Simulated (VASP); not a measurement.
## GaSb3: single point with PBE+D3(BJ)

Crystal: GaSb3.

```xyz
4
Lattice="0.0000 3.7455 3.6481 3.7455 0.0000 3.6481 3.7455 3.7455 0.0000" Properties=species:S:1:pos:R:3 pbc="T T T"
Ga    0.0000    0.0000    0.0000
Sb    1.7804    1.8728    1.8241
Sb    5.7107    5.6183    5.4722
Sb    3.7455    3.7455    3.6481
```

This cell differs from its parent crystal: atoms displaced along a vibrational mode, the cell strained.

```json
{
  "Program": "VASP 6.6.1",
  "Task": "single point",
  "Functional": "PBE",
  "Dispersion": "D3(BJ)",
  "Potentials or basis": "VASP PAW PBE potentials, release 64 (Ga_d, Sb)",
  "Cutoff": "520 eV",
  "k mesh": "10 × 10 × 10",
  "Occupations": "gaussian, width 0.15 eV",
  "Spin": "no spin polarisation"
}
```

```
Pressure                   : -2.7 GPa
Largest force              : 0.208 eV/Å
Band gap on the k mesh     : zero (bands 14 and 15 overlap by 3.70 eV)
Dispersion energy per atom : -0.455 eV
```

Forces in eV/Å, atoms in the order of the input:
```
Ga   0.000  0.000  0.000
Sb   0.208  0.000  0.000
Sb  -0.208  0.000  0.000
Sb   0.000  0.000  0.000
```

Stress tensor (GPa, compression positive):
```
-2.80  0.00  0.00
 0.00 -2.91 -0.57
 0.00 -0.57 -2.34
```

Levels at points of the mesh, in eV from the Fermi level:
```csv
k point,band 11,band 12,band 13,band 14,band 15,band 16,band 17,band 18
"(0.00, 0.00, 0.00)",-2.70,-2.57,-2.51,-2.43,-2.16,-0.99,-0.76,-0.27
"(0.50, 0.00, 0.00)",-3.34,-2.95,-2.46,-0.22,-0.07,2.11,2.33,2.74
"(0.00, 0.00, 0.50)",-3.33,-2.78,-2.35,-0.46,0.08,1.80,2.15,2.93
"(0.50, 0.50, 0.00)",-5.26,0.55,0.81,1.05,1.06,1.72,1.87,2.47
"(0.50, 0.00, 0.50)",-5.17,0.71,0.93,1.08,1.36,1.53,2.15,2.21
"(0.00, 0.50, 0.50)",-5.16,0.73,0.88,1.03,1.34,1.71,2.03,2.19
```

Run time: 3.3 min on 1 thread of Intel(R) Xeon(R) 6975P-C (Granite Rapids), on a shared host, peak memory 0.69 GiB.

Caveat: the cell differs from its parent crystal (atoms displaced along a vibrational mode, the cell strained); spin-orbit coupling is left out, which moves the levels of the heavy elements.
